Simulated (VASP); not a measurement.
# TiSi2 (Cmcm) in VASP: notebook

TiSi2 is run at these levels: PBE; tasks: single point.

All numbers are computed with VASP 6.6.1; they aren't measurements. Logs are shortened: lines on timing, memory, paths and dates and some standing lists are left out, and cuts for length are marked.

### Step 1. The cell of the first run

Symmetry: Cmcm, No. 63, orthorhombic system. The conventional cell has a = 3.522 Å, b = 12.934 Å, c = 3.553 Å, α = 90.00°, β = 90.00°, γ = 90.00°. Within 3.6 Å of Ti (site symmetry m2m) lie 10 Si at 2.57 to 2.74 Å and 6 Ti at 3.21 to 3.55 Å. Si (site symmetry m2m) has 6 Si at 2.34 to 3.04 Å and 6 Ti at 2.57 to 2.74 Å within 3.1 Å. Si (site symmetry m2m) has 8 Si at 2.50 to 3.04 Å and 4 Ti at 2.59 to 2.60 Å within 3.3 Å.

### Step 2. Single point, PBE (13.49 Å³/atom)

File INCAR:

```
SYSTEM = TiSi2
ALGO = Normal
EDIFF = 1E-6
ENCUT = 520
GGA = PE
ISIF = 2
ISMEAR = 0
LASPH = .TRUE.
LCHARG = .FALSE.
LREAL = .FALSE.
LWAVE = .FALSE.
NBANDS = 29
NELM = 60
PREC = Accurate
SIGMA = 0.15
```

File KPOINTS:

```
k-points
0
G
  12 12 12
  0 0 0
```

File POSCAR:

```
TiSi2
1.0
    1.7608204032     -6.4671342444      0.0000000000
    1.7608204032      6.4671342444      0.0000000000
    0.0000000000      0.0000000000      3.5531183557
Ti Si
2 4
Direct
    0.8968075259      0.1031924741      0.7500000000
    0.1031924741      0.8968075259      0.2500000000
    0.5591373592      0.4408626408      0.7500000000
    0.4408626408      0.5591373592      0.2500000000
    0.2498287182      0.7501712818      0.7500000000
    0.7501712818      0.2498287182      0.2500000000
```

Potentials or basis: VASP PAW PBE potentials, release 64 (Ti_sv, Si).

The run is started by

```
> cat potpaw_PBE.64/Ti_sv/POTCAR potpaw_PBE.64/Si/POTCAR > POTCAR
> mpirun -np 1 vasp_std > vasp.out
```

OUTCAR:

```text
SYSTEM = TiSi2
   EDIFF = 1E-6
   ENCUT = 520
   GGA = PE
   ISIF = 2
   ISMEAR = 0
   LASPH = .TRUE.
   LREAL = .FALSE.
   NELM = 60
   PREC = Accurate

 ion  position               nearest neighbor table
   1  0.897  0.103  0.750-   4 2.57   4 2.57   4 2.57   4 2.57   5 2.59   5 2.59   6 2.60   6 2.60
                             3 2.74   3 2.74
   2  0.103  0.897  0.250-   3 2.57   3 2.57   3 2.57   3 2.57   6 2.59   6 2.59   5 2.60   5 2.60
                             4 2.74   4 2.74
   3  0.559  0.441  0.750-   4 2.34   4 2.34   2 2.57   2 2.57   2 2.57   2 2.57   1 2.74   1 2.74
                             5 3.03   5 3.03   6 3.04   6 3.04
   4  0.441  0.559  0.250-   3 2.34   3 2.34   1 2.57   1 2.57   1 2.57   1 2.57   2 2.74   2 2.74
                             6 3.03   6 3.03   5 3.04   5 3.04
   5  0.250  0.750  0.750-   6 2.50   6 2.50   6 2.50   6 2.50   1 2.59   1 2.59   2 2.60   2 2.60
                             3 3.03   3 3.03   4 3.04   4 3.04
   6  0.750  0.250  0.250-   5 2.50   5 2.50   5 2.50   5 2.50   2 2.59   2 2.59   1 2.60   1 2.60
                             4 3.03   4 3.03   3 3.04   3 3.04

  LATTYP: Found a base centered orthorhombic cell.
 ALAT       =     3.5216408064
 B/A-ratio  =     3.6727960629
 C/A-ratio  =     1.0089383191

  Lattice vectors:

 A1 = (   1.7608204032,  -6.4671342444,   0.0000000000)
 A2 = (   1.7608204032,   6.4671342444,   0.0000000000)
 A3 = (   0.0000000000,   0.0000000000,   3.5531183557)

Analysis of symmetry for initial positions (statically):
=====================================================================
 Subroutine PRICEL returns:
 Original cell was already a primitive cell.

 Routine SETGRP: Setting up the symmetry group for a
 base centered orthorhombic supercell.

 Subroutine GETGRP returns: Found  8 space group operations
 (whereof  4 operations were pure point group operations)
 out of a pool of  8 trial point group operations.

The static configuration has the point symmetry C_2h.
 The point group associated with its full space group is D_2h.

Analysis of symmetry for dynamics (positions and initial velocities):
=====================================================================
 Subroutine PRICEL returns:
 Original cell was already a primitive cell.

 Routine SETGRP: Setting up the symmetry group for a
 base centered orthorhombic supercell.

 Subroutine GETGRP returns: Found  8 space group operations
 (whereof  4 operations were pure point group operations)
 out of a pool of  8 trial point group operations.

The dynamic configuration has the point symmetry C_2h.
 The point group associated with its full space group is D_2h.

 Subroutine INISYM returns: Found  8 space group operations
 (whereof  4 operations are pure point group operations),
 and found     1 'primitive' translations

----------------------------------------------------------------------------------------

                                     Primitive cell

  volume of cell :      80.9220

  direct lattice vectors                    reciprocal lattice vectors
     1.760820403 -6.467134244  0.000000000     0.283958545 -0.077313997  0.000000000
     1.760820403  6.467134244  0.000000000     0.283958545  0.077313997  0.000000000
     0.000000000  0.000000000  3.553118356     0.000000000  0.000000000  0.281442919

  length of vectors
     6.702560244  6.702560244  3.553118356     0.294295616  0.294295616  0.281442919

  position of ions in fractional coordinates (direct lattice)
     0.896807526  0.103192474  0.750000000
     0.103192474  0.896807526  0.250000000
     0.559137359  0.440862641  0.750000000
     0.440862641  0.559137359  0.250000000
     0.249828718  0.750171282  0.750000000
     0.750171282  0.249828718  0.250000000

  ion indices of the primitive-cell ions
   primitive index   ion index
                 1           1
                 2           2
                 3           3
                 4           4
                 5           5
                 6           6

----------------------------------------------------------------------------------------

 KPOINTS: k-points

Automatic generation of k-mesh.
 Grid dimensions read from file:
 generate k-points for:   12   12   12

 Generating k-lattice:

  Cartesian coordinates                     Fractional coordinates (reciprocal lattice)
     0.023663212 -0.006442833  0.000000000     0.083333333  0.000000000  0.000000000
     0.023663212  0.006442833  0.000000000     0.000000000  0.083333333  0.000000000
     0.000000000  0.000000000  0.023453577     0.000000000  0.000000000  0.083333333

  Length of vectors
     0.024524635  0.024524635  0.023453577

  Shift w.r.t. Gamma in fractional coordinates (k-lattice)
     0.000000000  0.000000000  0.000000000

 Subroutine IBZKPT returns following result:
 ===========================================

 Found    301 irreducible k-points:

 Following reciprocal coordinates:
            Coordinates               Weight
  0.000000  0.000000  0.000000      1.000000
  0.083333 -0.000000  0.000000      4.000000
  0.166667  0.000000  0.000000      4.000000
  0.250000  0.000000  0.000000      4.000000
  0.333333 -0.000000  0.000000      4.000000
  0.416667 -0.000000  0.000000      4.000000
[... 16 lines left out ...]
  0.500000  0.166667  0.000000      4.000000
 -0.416667  0.166667  0.000000      4.000000
 [... further k-points ...]
   k-points           NKPTS =    301   k-points in BZ     NKDIM =    301   number of bands    NBANDS=     29
   number of dos      NEDOS =    301   number of ions     NIONS =      6
   total plane-waves  NPLWV =  70000
   dimension x,y,z NGX =    50 NGY =   50 NGZ =   28
   dimension x,y,z NGXF=   100 NGYF=  100 NGZF=   56
   ions per type =               2   4
   NGX,Y,Z   is equivalent  to a cutoff of  12.40, 12.40, 13.10 a.u.
   NGXF,Y,Z  is equivalent  to a cutoff of  24.80, 24.80, 26.20 a.u.
 SYSTEM =  TiSi2
   PREC   = accura    normal or accurate (medium, high low for compatibility)
   ISTART =      0    job   : 0-new  1-cont  2-samecut
   ICHARG =      2    charge: 1-file 2-atom 10-const
   ISPIN  =      1    spin polarized calculation?
   LNONCOLLINEAR =      F non collinear calculations
   LSORBIT =      F    spin-orbit coupling
   LASPH  =      T    aspherical Exc in radial PAW
   ENCUT  =  520.0 eV  38.22 Ry    6.18 a.u.  12.46 12.46  6.61*2*pi/ulx,y,z
   NELM   =     60;   NELMIN=  2; NELMDL= -5     # of ELM steps
   EDIFF  = 0.1E-05   stopping-criterion for ELM
   LREAL  =      F    real-space projection
   EDIFFG = 0.1E-04   stopping-criterion for IOM
   NSW    =      0    number of steps for IOM
   IBRION =     -1    ionic relax: 0-MD 1-quasi-New 2-CG
   NFREE  =      0    steps in history (QN), initial steepest desc. (CG)
   ISIF   =      2    stress and relaxation
   ISYM   =      2    0-nonsym 1-usesym 2-fastsym
   POTIM  = 0.5000    time-step for ionic-motion
   TEBEG  =    0.0;   TEEND  =   0.0 temperature during run
   PSTRESS=    0.0 pullay stress
   NELECT =      40.0000    total number of electrons
   NUPDOWN=      -1.0000    fix difference up-down
   EMIN   =  10.00;   EMAX   =-10.00  energy-range for DOS
   EFERMI =   0.00;   METHOD = LEGACY
   ISMEAR =     0;   SIGMA  =   0.15  broadening in eV -4-tet -1-fermi 0-gaus
   EFERMI_NEDOS =   21; number of points for ismear=-14 and -15
   IALGO  =     38    algorithm
   IMIX   =      4    mixing-type and parameters
     AMIX     =   0.40;   BMIX     =  1.00
     AMIX_MAG =   1.60;   BMIX_MAG =  1.00
  volume/ion in A,a.u.               =      13.49        91.01
  Fermi-wavevector in a.u.,A,eV,Ry     =   1.294412  2.446085 22.796604  1.675503
  Thomas-Fermi vector in A             =   2.425997
   LORBIT       =      0    0 simple, 1 ext, 2 COOP (PROOUT), +10 PAW based schemes
   GGA     = PE    functional components
   LHFCALC =     F    Hartree Fock is set to
   AEXX    =    0.0000 exact exchange contribution
   IVDW    =     0    specifies the selected vdW correction
   LEPSILON=     F    determine dielectric tensor
   LRPA    =     F    only Hartree local field effects (RPA)
 non-spin polarized calculation
 Gauss-broadening in eV      SIGMA  =   0.15
  energy-cutoff  :      520.00
  volume of cell :       80.92
 maximum number of plane-waves:      2215
 NGX is ok and might be reduce to    50
   NGX = 25   NGY = 25   NGZ = 13

 number of electron      40.0000003 magnetization

 Free energy of the ion-electron system (eV)
  ---------------------------------------------------
  ext. energy  EPLUGINS =         0.00000000
  ---------------------------------------------------
  free energy    TOTEN  =       -40.56736251 eV

  energy without entropy =      -40.54881435  energy(sigma->0) =      -40.55808843

 E-fermi :  11.1865     XC(G=0): -11.8694

 val. band max:       11.1831588759   @ k =   0.5000   0.2500   0.1667
 cond. band min:      11.1933595419   @ k =   0.4167   0.4167   0.0833
 fundamental gap:      0.0102006660
 Fermi energy:        11.1865147415

 k-point     1 :       0.0000    0.0000    0.0000
  band No.  band energies     occupation
      1     -45.4676      2.00000
      2     -45.4534      2.00000
      3     -21.8347      2.00000
      4     -21.8108      2.00000
      5     -21.8095      2.00000
      6     -21.7910      2.00000
[... 21 lines left out ...]
     28      14.4159      0.00000
     29      14.5828      0.00000

 k-point     2 :       0.0833   -0.0000    0.0000
  band No.  band energies     occupation
      1     -45.4673      2.00000
      2     -45.4531      2.00000
      3     -21.8336      2.00000
      4     -21.8151      2.00000
      5     -21.8103      2.00000
      6     -21.7960      2.00000
[... 21 lines left out ...]
     28      14.4565      0.00000
     29      14.5987      0.00000

 k-point     3 :       0.1667    0.0000    0.0000
  band No.  band energies     occupation
      1     -45.4664      2.00000
      2     -45.4523      2.00000
      3     -21.8318      2.00000
      4     -21.8293      2.00000
      5     -21.8097      2.00000
      6     -21.8088      2.00000
[... 638 lines left out ...]
      5     -21.8194      2.00000
      6     -21.8044      2.00000
[... 21 lines left out ...]
     28      14.7207      0.00000
     29      15.0549      0.00000

 k-point    24 :      -0.4167    0.1667    0.0000
  band No.  band energies     occupation
      1     -45.4650      2.00000
      2     -45.4513      2.00000
      3     -21.8524      2.00000
      4     -21.8285      2.00000
      5     -21.8224      2.00000
      6     -21.8064      2.00000
[... 21 lines left out ...]
     28      14.3627      0.00000
     29      15.3164      0.00000

 [... further k-points ...]

------------------------ aborting loop because EDIFF is reached ----------------------------------------

  FORCE on cell =-STRESS in cart. coord.  units (eV):
  Direction    XX          YY          ZZ          XY          YZ          ZX
  --------------------------------------------------------------------------------------
  -------------------------------------------------------------------------------------
  Total        2.8721193      7.2446344      3.5181465      0.0000000      0.0000000      0.0000000
  in kB       56.8651841    143.4367531     69.6558974      0.0000000      0.0000000      0.0000000
  external PRESSURE =      89.9859449 kB  Pullay stress =       0.0000000 kB

 VOLUME and BASIS-vectors are now :
 -----------------------------------------------------------------------------
  energy-cutoff  :      520.00
  volume of cell :       80.92
      direct lattice vectors                 reciprocal lattice vectors
     1.760820403 -6.467134244  0.000000000     0.283958545 -0.077313997  0.000000000
     1.760820403  6.467134244  0.000000000     0.283958545  0.077313997  0.000000000
     0.000000000  0.000000000  3.553118356     0.000000000  0.000000000  0.281442919

 POSITION                                       TOTAL-FORCE (eV/Angst)
 -----------------------------------------------------------------------------------
      1.76082     -5.13242      2.66484         0.000000     -0.567135      0.000000
      1.76082      5.13242      0.88828         0.000000      0.567135      0.000000
      1.76082     -0.76490      2.66484         0.000000     -0.424880     -0.000000
      1.76082      0.76490      0.88828         0.000000      0.424880     -0.000000
      1.76082      3.23578      2.66484         0.000000      0.042865     -0.000000
      1.76082     -3.23578      0.88828         0.000000     -0.042865     -0.000000
 -----------------------------------------------------------------------------------
    total drift:                               -0.000000     -0.000000     -0.000000

  FREE ENERGIE OF THE ION-ELECTRON SYSTEM (eV)
  ---------------------------------------------------
  free  energy   TOTEN  =       -40.5673625147 eV

  energy  without entropy=      -40.5488143505  energy(sigma->0) =      -40.55808843
```

Run time: 13 min. Hardware: 1 thread of Oxide Virtual Turin-like, shared host; peak memory 0.63 GiB.

Results:

```
Free energy            : -40.5674 eV
Pressure               : 9.0 GPa
Largest force          : 0.567 eV/Å
Band gap on the k mesh : zero (bands 20 and 21 overlap by 1.04 eV)
```

Forces in eV/Å, atoms in the order of the input:
```
Ti   0.000 -0.567  0.000
Ti   0.000  0.567  0.000
Si   0.000 -0.425  0.000
Si   0.000  0.425  0.000
Si   0.000  0.043  0.000
Si   0.000 -0.043  0.000
```

Levels at points of the mesh, in eV from the Fermi level:
```csv
k point,band 17,band 18,band 19,band 20,band 21,band 22,band 23,band 24
"(0.00, 0.00, 0.00)",-2.26,-2.08,-1.71,0.41,0.83,0.91,0.93,1.26
"(0.50, 0.00, 0.00)",-1.89,-1.26,-0.71,-0.63,-0.60,1.10,1.49,1.65
"(0.50, 0.50, 0.00)",-2.78,-2.13,-1.05,0.30,0.58,0.61,0.97,1.45
"(0.00, 0.00, 0.50)",-1.56,-1.56,-0.05,-0.05,1.19,1.19,1.50,1.50
"(0.50, 0.00, 0.50)",-3.08,-3.08,-2.51,-2.51,1.87,1.87,1.91,1.91
"(0.50, 0.50, 0.50)",-2.25,-2.25,-1.07,-1.07,0.56,0.56,1.70,1.70
```

Caveat: the stress differs along the axes, from 6 to 14 GPa.

(Part 1 of 2 ends here.)
